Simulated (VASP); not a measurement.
Runs of VASP 6.6.1 on Re. The structure is that of space group P-3m1 (No. 164), or close to it. The cells are those of the table. 

```tsv
cell	gap on the mesh (eV)	pressure (GPa)	largest force (eV/Å)
a = 2.773, b = 2.773, c = 4.480 Å, angles 90.0, 90.0, 120.0°, 2 atoms	none	-6.4	0.74
a = 2.750, b = 2.750, c = 4.443 Å, angles 90.0, 90.0, 120.0°, 2 atoms	none	(b)	6.75
a = 2.796, b = 2.796, c = 4.517 Å, angles 90.0, 90.0, 120.0°, 2 atoms	none	-5.7	2.56
a = 2.727, b = 2.727, c = 4.406 Å, angles 90.0, 90.0, 120.0°, 2 atoms	none	45.7	7.58
a = 2.704, b = 2.704, c = 4.369 Å, angles 90.0, 90.0, 120.0°, 2 atoms	none	(a)	4.62
```

Alike in all rows: task single point; level PBEsol; potentials or basis VASP PAW PBE potentials, release 64 (Re); no spin polarisation; k mesh 18 × 18 × 10; cutoff (eV) 520; smearing gaussian 0.15 eV.

Problem. Estimate the missing entries.

Solution. (a) 38.8; (b) 32.8.

Caveats: the PAW data sets were made with another functional, which shifts forces and pressure a little; spin-orbit coupling is left out, which moves the levels of the heavy elements.

A k mesh can miss the band edges, and the runs leave out spin-orbit coupling on Re.

A gap of «none» marks levels without a gap at the run's occupations.
